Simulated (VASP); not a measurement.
**KF: single point with PBE**

Crystal: KF.

```
K F
1.0
     3.65993    0.00000    0.00000
    -1.82997    3.16960    0.00000
     0.00000    0.00000    6.47881
K F
2 2
Direct
  0.00000 0.00000 0.00000
  0.00000 0.00000 0.50000
  0.33333 0.66667 0.25000
  0.66667 0.33333 0.75000
```

| Quantity | Value |
| --- | --- |
| Program | VASP 6.6.1 |
| Task | single point |
| Functional | PBE |
| Potentials or basis | VASP PAW PBE potentials, release 64 (K_sv, F) |
| Cutoff | 520 eV |
| k mesh | 6 × 6 × 4 |
| Occupations | gaussian, width 0.01 eV |
| Spin | no spin polarisation |
| Dipole correction | no |
| Further INCAR settings | ALGO = Normal; EDIFF = 1e-07; NBANDS = 24 |

```yaml
Pressure: 2.1 GPa
Band_gap_on_the_k_mesh: 6.19 eV
```

Stress tensor (GPa, compression positive):
```
1.97 0.00 0.00
0.00 1.97 0.00
0.00 0.00 2.24
```

Levels at points of the mesh, in eV from the valence-band top:
```
           k point  band 12  band 13  band 14  band 15  band 16  band 17  band 18  band 19  band 20  band 21
(0.00, 0.00, 0.00)    -0.29    -0.29    -0.08     0.00     0.00     6.19     9.06     9.42    10.37    11.04
(0.50, 0.00, 0.00)    -0.51    -0.36    -0.25    -0.14    -0.06     8.23     9.78     9.86    10.32    10.44
(0.00, 0.00, 0.50)    -0.49    -0.15    -0.15    -0.15    -0.15     7.51     7.51    10.17    10.17    11.41
(0.50, 0.00, 0.50)    -0.55    -0.31    -0.31    -0.20    -0.20     8.86     8.86    10.55    10.55    11.73
```

Wall time 55 s on 1 thread of Intel Xeon 8259CL (shared host), peak memory 0.2 GiB.

A k mesh can miss the band edges.
